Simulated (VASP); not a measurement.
Runs of VASP 6.6.1 on BaTiO3. The structure is that of space group Pm-3m (No. 221), or close to it. The cells are those of the table. 

| task | potentials or basis | cell | cutoff (eV) | gap on the mesh (eV) | pressure (GPa) |
| --- | --- | --- | --- | --- | --- |
| electric field gradients | VASP PAW PBE potentials, release 64 (Ba_sv, Ti_sv, O) | a = 4.007, b = 4.007, c = 3.887 Å, 5 atoms | 520 | 1.73 | 9.2 |
| single point | VASP PAW PBE potentials, release 64 (Ba_sv, Ti_sv, O) | a = 4.007, b = 4.007, c = 3.887 Å, 5 atoms | 520 | 1.73 | 9.2 |
| single point | VASP PAW PBE potentials, release 64 (Ba_sv, Ti_sv, O) | a = 4.007, b = 4.007, c = 3.967 Å, 5 atoms | 520 | 1.74 | (b) |
| electric field gradients | VASP PAW PBE potentials, release 64 (Ba_sv, Ti_sv, O_h) | a = 3.967, b = 3.967, c = 4.007 Å, 5 atoms | 1000 | (a) | 7.1 |
| single point | VASP PAW PBE potentials, release 64 (Ba_sv, Ti_sv, O) | a = 4.007, b = 4.007, c = 4.087 Å, 5 atoms | 520 | 1.66 | 0.0 |

Alike in all rows: level PBE; no spin polarisation; k mesh 8 × 8 × 8; smearing fermi-dirac 0.05 eV.

Q: Fill in the values left out.

A: (a) 1.76; (b) 5.1.

Caveats: spin-orbit coupling is left out, which moves the levels of the heavy elements; the stress differs along the axes, from 7 to 14 GPa (at least some runs); the cell stands under pressure (at least some runs).

A k mesh can miss the band edges, and the runs leave out spin-orbit coupling on Ba.
